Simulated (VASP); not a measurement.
# NaLi3S (Pm-3m) in VASP: single point with PBE

Aim: the single point of NaLi3S with PBE.

All numbers are computed with VASP 6.6.1; they aren't measurements. Logs are shortened: lines on timing, memory, paths and dates and some standing lists are left out, and cuts for length are marked.

## Step 1: The cell of the first run

It takes space group Pm-3m (No. 221, cubic). The conventional cell has a = 4.859 Å, b = 4.859 Å, c = 4.859 Å, α = 90.00°, β = 90.00°, γ = 90.00°. Within 3.2 Å of Na (site symmetry m-3m) lie 6 Li at 2.43 Å. Within 3.2 Å of Li (site symmetry 4/mmm) lie 2 Na at 2.43 Å. S (site symmetry m-3m) has 12 Li at 3.44 Å and 8 Na at 4.21 Å within 4.5 Å.

## Step 2: Single point, PBE

POSCAR reads:

```
NaLi3S
1.0
    4.8587277013      0.0000000000      0.0000000000
    0.0000000000      4.8587277013      0.0000000000
    0.0000000000      0.0000000000      4.8587277013
Na Li S
1 3 1
Direct
    0.5000000000      0.5000000000      0.5000000000
    0.0000000000      0.5000000000      0.5000000000
    0.5000000000      0.0000000000      0.5000000000
    0.5000000000      0.5000000000      0.0000000000
    0.0000000000      0.0000000000      0.0000000000
```

INCAR.step1 reads:

```
SYSTEM = NaLi3S
PREC     = Accurate       ! precision mode
ENCUT    = 520            ! plane-wave cutoff, eV
EDIFF    = 1E-6           ! SCF threshold, eV
ISMEAR   = 0              ! smearing method
SIGMA    = 0.02           ! smearing width, eV
LREAL    = .FALSE.        ! projectors in reciprocal space
LASPH    = .TRUE.         ! aspherical terms in the spheres
NELM     = 100            ! most SCF steps
ALGO     = Normal         ! electronic algorithm
ISIF     = 2              ! what is computed and relaxed
LWAVE    = .FALSE.        ! write WAVECAR
LCHARG   = .TRUE.         ! write CHGCAR
GGA      = PE             ! functional
NBANDS   = 19             ! bands
```

KPOINTS.step1 reads:

```
regular mesh
0
G
  8 8 8
  0 0 0
```

INCAR.step2 reads:

```
SYSTEM = NaLi3S
PREC     = Accurate       ! precision mode
ENCUT    = 520            ! plane-wave cutoff, eV
EDIFF    = 1E-6           ! SCF threshold, eV
ISMEAR   = -5             ! smearing method
SIGMA    = 0.02           ! smearing width, eV
LREAL    = .FALSE.        ! projectors in reciprocal space
LASPH    = .TRUE.         ! aspherical terms in the spheres
NELM     = 100            ! most SCF steps
ALGO     = Normal         ! electronic algorithm
ISIF     = 2              ! what is computed and relaxed
LWAVE    = .FALSE.        ! write WAVECAR
LCHARG   = .FALSE.        ! write CHGCAR
GGA      = PE             ! functional
LORBIT   = 10             ! projections on sites
NBANDS   = 19             ! bands
NEDOS    = 2001           ! points of the DOS
ICHARG   = 11             ! starting density
```

KPOINTS.step2 reads:

```
regular mesh
0
G
  12 12 12
  0 0 0
```

Potentials or basis: VASP PAW PBE potentials, release 64 (Na_pv, Li_sv, S).

Launch:

```console
$ cat potpaw_PBE.64/Na_pv/POTCAR potpaw_PBE.64/Li_sv/POTCAR potpaw_PBE.64/S/POTCAR > POTCAR
$ cp INCAR.step1 INCAR
$ cp KPOINTS.step1 KPOINTS
$ mpirun -np 1 vasp_std > vasp.out
$ cp INCAR.step2 INCAR
$ cp KPOINTS.step2 KPOINTS
$ mpirun -np 1 vasp_std > vasp.out
```

OUTCAR:

```text
SYSTEM = NaLi3S
   PREC = Accurate
   ENCUT = 520
   EDIFF = 1E-6
   ISMEAR = -5
   LREAL = .FALSE.
   LASPH = .TRUE.
   NELM = 100
   ISIF = 2
   GGA = PE
   LORBIT = 10
   ICHARG = 11

 ion  position               nearest neighbor table
   1  0.500  0.500  0.500-   2 2.43   3 2.43   4 2.43   4 2.43   3 2.43   2 2.43
   2  0.000  0.500  0.500-   1 2.43   1 2.43
   3  0.500  0.000  0.500-   1 2.43   1 2.43
   4  0.500  0.500  0.000-   1 2.43   1 2.43
   5  0.000  0.000  0.000-

  LATTYP: Found a simple cubic cell.
 ALAT       =     4.8587277013

  Lattice vectors:

 A1 = (   4.8587277013,   0.0000000000,   0.0000000000)
 A2 = (   0.0000000000,   4.8587277013,   0.0000000000)
 A3 = (   0.0000000000,   0.0000000000,   4.8587277013)

Analysis of symmetry for initial positions (statically):
=====================================================================
 Subroutine PRICEL returns:
 Original cell was already a primitive cell.

 Routine SETGRP: Setting up the symmetry group for a
 simple cubic supercell.

 Subroutine GETGRP returns: Found 48 space group operations
 (whereof 48 operations were pure point group operations)
 out of a pool of 48 trial point group operations.

The static configuration has the point symmetry O_h .

Analysis of symmetry for dynamics (positions and initial velocities):
=====================================================================
 Subroutine PRICEL returns:
 Original cell was already a primitive cell.

 Routine SETGRP: Setting up the symmetry group for a
 simple cubic supercell.

 Subroutine GETGRP returns: Found 48 space group operations
 (whereof 48 operations were pure point group operations)
 out of a pool of 48 trial point group operations.

The dynamic configuration has the point symmetry O_h .

 Subroutine INISYM returns: Found 48 space group operations
 (whereof 48 operations are pure point group operations),
 and found     1 'primitive' translations

----------------------------------------------------------------------------------------

                                     Primitive cell

  volume of cell :     114.7011

  direct lattice vectors                    reciprocal lattice vectors
     4.858727701  0.000000000  0.000000000     0.205815197  0.000000000  0.000000000
     0.000000000  4.858727701  0.000000000     0.000000000  0.205815197  0.000000000
     0.000000000  0.000000000  4.858727701     0.000000000  0.000000000  0.205815197

  length of vectors
     4.858727701  4.858727701  4.858727701     0.205815197  0.205815197  0.205815197

  position of ions in fractional coordinates (direct lattice)
     0.500000000  0.500000000  0.500000000
     0.000000000  0.500000000  0.500000000
     0.500000000  0.000000000  0.500000000
     0.500000000  0.500000000  0.000000000
     0.000000000  0.000000000  0.000000000

  ion indices of the primitive-cell ions
   primitive index   ion index
                 1           1
                 2           2
                 3           3
                 4           4
                 5           5

----------------------------------------------------------------------------------------

 KPOINTS: regular mesh

Automatic generation of k-mesh.
 Grid dimensions read from file:
 generate k-points for:   12   12   12

 Generating k-lattice:

  Cartesian coordinates                     Fractional coordinates (reciprocal lattice)
     0.017151266  0.000000000  0.000000000     0.083333333  0.000000000  0.000000000
     0.000000000  0.017151266  0.000000000     0.000000000  0.083333333  0.000000000
     0.000000000  0.000000000  0.017151266     0.000000000  0.000000000  0.083333333

  Length of vectors
     0.017151266  0.017151266  0.017151266

  Shift w.r.t. Gamma in fractional coordinates (k-lattice)
     0.000000000  0.000000000  0.000000000

 TETIRR: Found    854 inequivalent tetrahedra from    10368

 Subroutine IBZKPT returns following result:
 ===========================================

 Found     84 irreducible k-points:

 Following reciprocal coordinates:
            Coordinates               Weight
  0.000000  0.000000  0.000000      1.000000
  0.083333  0.000000  0.000000      6.000000
  0.166667  0.000000  0.000000      6.000000
  0.250000  0.000000  0.000000      6.000000
  0.333333  0.000000  0.000000      6.000000
  0.416667  0.000000  0.000000      6.000000
[... 16 lines left out ...]
  0.333333  0.333333  0.000000     12.000000
  0.416667  0.333333  0.000000     24.000000
 [... further k-points ...]
   k-points           NKPTS =     84   k-points in BZ     NKDIM =     84   number of bands    NBANDS=     19
   number of dos      NEDOS =   2001   number of ions     NIONS =      5
   total plane-waves  NPLWV =  46656
   dimension x,y,z NGX =    36 NGY =   36 NGZ =   36
   dimension x,y,z NGXF=    72 NGYF=   72 NGZF=   72
   ions per type =               1   3   1
   NGX,Y,Z   is equivalent  to a cutoff of  12.32, 12.32, 12.32 a.u.
   NGXF,Y,Z  is equivalent  to a cutoff of  24.64, 24.64, 24.64 a.u.
 SYSTEM =  NaLi3S
   PREC   = accura    normal or accurate (medium, high low for compatibility)
   ISTART =      0    job   : 0-new  1-cont  2-samecut
   ICHARG =     11    charge: 1-file 2-atom 10-const
   ISPIN  =      1    spin polarized calculation?
   LNONCOLLINEAR =      F non collinear calculations
   LSORBIT =      F    spin-orbit coupling
   LASPH  =      T    aspherical Exc in radial PAW
   ENCUT  =  520.0 eV  38.22 Ry    6.18 a.u.   9.03  9.03  9.03*2*pi/ulx,y,z
   NELM   =    100;   NELMIN=  2; NELMDL=  0     # of ELM steps
   EDIFF  = 0.1E-05   stopping-criterion for ELM
   LREAL  =      F    real-space projection
   EDIFFG = 0.1E-04   stopping-criterion for IOM
   NSW    =      0    number of steps for IOM
   IBRION =     -1    ionic relax: 0-MD 1-quasi-New 2-CG
   NFREE  =      0    steps in history (QN), initial steepest desc. (CG)
   ISIF   =      2    stress and relaxation
   ISYM   =      2    0-nonsym 1-usesym 2-fastsym
   POTIM  = 0.5000    time-step for ionic-motion
   TEBEG  =    0.0;   TEEND  =   0.0 temperature during run
   PSTRESS=    0.0 pullay stress
   NELECT =      22.0000    total number of electrons
   NUPDOWN=      -1.0000    fix difference up-down
   EMIN   =  10.00;   EMAX   =-10.00  energy-range for DOS
   EFERMI =   0.00;   METHOD = LEGACY
   ISMEAR =    -5;   SIGMA  =   0.02  broadening in eV -4-tet -1-fermi 0-gaus
   EFERMI_NEDOS =   21; number of points for ismear=-14 and -15
   IALGO  =     38    algorithm
   IMIX   =      4    mixing-type and parameters
     AMIX     =   0.40;   BMIX     =  1.00
     AMIX_MAG =   1.60;   BMIX_MAG =  1.00
  volume/ion in A,a.u.               =      22.94       154.81
  Fermi-wavevector in a.u.,A,eV,Ry     =   0.944118  1.784125 12.127685  0.891360
  Thomas-Fermi vector in A             =   2.071892
   LORBIT       =     10    0 simple, 1 ext, 2 COOP (PROOUT), +10 PAW based schemes
   GGA     = PE    functional components
   LHFCALC =     F    Hartree Fock is set to
   AEXX    =    0.0000 exact exchange contribution
   IVDW    =     0    specifies the selected vdW correction
   LEPSILON=     F    determine dielectric tensor
   LRPA    =     F    only Hartree local field effects (RPA)
 non-spin polarized calculation
 Fermi weights with tetrahedron method with Bloechl corrections
  energy-cutoff  :      520.00
  volume of cell :      114.70
 maximum number of plane-waves:      3136

 number of electron      21.9999968 magnetization

 Free energy of the ion-electron system (eV)
  ---------------------------------------------------
  ext. energy  EPLUGINS =         0.00000000
  ---------------------------------------------------
  free energy    TOTEN  =        -9.93089208 eV

  energy without entropy =       -9.93089208  energy(sigma->0) =       -9.93089208

 E-fermi :   1.3243     XC(G=0):  -7.3478

 val. band max:        1.3193894537   @ k =   0.5000   0.0833   0.0833
 cond. band min:       1.3988381592   @ k =   0.5000   0.0833   0.0833
 fundamental gap:      0.0794487055
 Fermi energy:         1.3242863281

 k-point     1 :       0.0000    0.0000    0.0000
  band No.  band energies     occupation
      1     -46.5767      2.00000
      2     -46.5726      2.00000
      3     -46.5726      2.00000
      4     -24.3084      2.00000
      5     -24.3084      2.00000
      6     -24.3084      2.00000
[... 11 lines left out ...]
     18       7.7435      0.00000
     19       7.7435      0.00000

 k-point     2 :       0.0833    0.0000    0.0000
  band No.  band energies     occupation
      1     -46.5766      2.00000
      2     -46.5726      2.00000
      3     -46.5725      2.00000
      4     -24.3084      2.00000
      5     -24.3084      2.00000
      6     -24.3082      2.00000
[... 11 lines left out ...]
     18       7.3342      0.00000
     19       7.6530      0.00000

 k-point     3 :       0.1667    0.0000    0.0000
  band No.  band energies     occupation
      1     -46.5765      2.00000
      2     -46.5728      2.00000
      3     -46.5725      2.00000
      4     -24.3084      2.00000
      5     -24.3084      2.00000
      6     -24.3077      2.00000
[... 434 lines left out ...]
      1     -46.5752      2.00000
      2     -46.5738      2.00000
      3     -46.5732      2.00000
      4     -24.3083      2.00000
      5     -24.3060      2.00000
      6     -24.3060      2.00000
[... 11 lines left out ...]
     18       6.4867      0.00000
     19       7.2785      0.00000

 k-point    24 :       0.4167    0.3333    0.0000
  band No.  band energies     occupation
      1     -46.5749      2.00000
      2     -46.5740      2.00000
      3     -46.5733      2.00000
      4     -24.3083      2.00000
      5     -24.3060      2.00000
      6     -24.3055      2.00000
[... 11 lines left out ...]
     18       6.6888      0.00000
     19       7.4163      0.00000

 [... further k-points ...]

------------------------ aborting loop because EDIFF is reached ----------------------------------------

  FORCE on cell =-STRESS in cart. coord.  units (eV):
  Direction    XX          YY          ZZ          XY          YZ          ZX
  --------------------------------------------------------------------------------------
  -------------------------------------------------------------------------------------
  Total       -0.0869188     -0.0869188     -0.0869188     -0.0000000     -0.0000000      0.0000000
  in kB       -1.2141061     -1.2141061     -1.2141061     -0.0000000     -0.0000000      0.0000000
  external PRESSURE =      -1.2141061 kB  Pullay stress =       0.0000000 kB

 VOLUME and BASIS-vectors are now :
 -----------------------------------------------------------------------------
  energy-cutoff  :      520.00
  volume of cell :      114.70
      direct lattice vectors                 reciprocal lattice vectors
     4.858727701  0.000000000  0.000000000     0.205815197  0.000000000  0.000000000
     0.000000000  4.858727701  0.000000000     0.000000000  0.205815197  0.000000000
     0.000000000  0.000000000  4.858727701     0.000000000  0.000000000  0.205815197

 POSITION                                       TOTAL-FORCE (eV/Angst)
 -----------------------------------------------------------------------------------
      2.42936      2.42936      2.42936         0.000000      0.000000      0.000000
      0.00000      2.42936      2.42936         0.000000      0.000000      0.000000
      2.42936      0.00000      2.42936         0.000000      0.000000      0.000000
      2.42936      2.42936      0.00000         0.000000      0.000000      0.000000
      0.00000      0.00000      0.00000         0.000000      0.000000      0.000000
 -----------------------------------------------------------------------------------
    total drift:                                0.000000      0.000000      0.000000

  FREE ENERGIE OF THE ION-ELECTRON SYSTEM (eV)
  ---------------------------------------------------
  free  energy   TOTEN  =        -9.9308920762 eV

  energy  without entropy=       -9.9308920762  energy(sigma->0) =       -9.93089208

 total charge

# of ion       s       p       d       tot
------------------------------------------
    1        0.291   5.954   0.000   6.246
    2        2.019   0.038   0.000   2.057
    3        2.019   0.038   0.000   2.057
    4        2.019   0.038   0.000   2.057
    5        1.360   2.210   0.000   3.570
--------------------------------------------------
tot          7.709   8.279   0.000  15.988
```

Wall time 77 s (1 thread of Intel Xeon 6975P-C (Granite Rapids), shared host); peak memory 0.3 GiB.

What came out:

```yaml
Valence_electrons_inside_the_program's_atomic_spheres: Na 6.25; Li 2.06; S 3.57
```

Caveat: the cutoff is under 1.25 times the usual one of these potentials, so pressure, stress and relaxed cells hold a basis-set (Pulay) error.
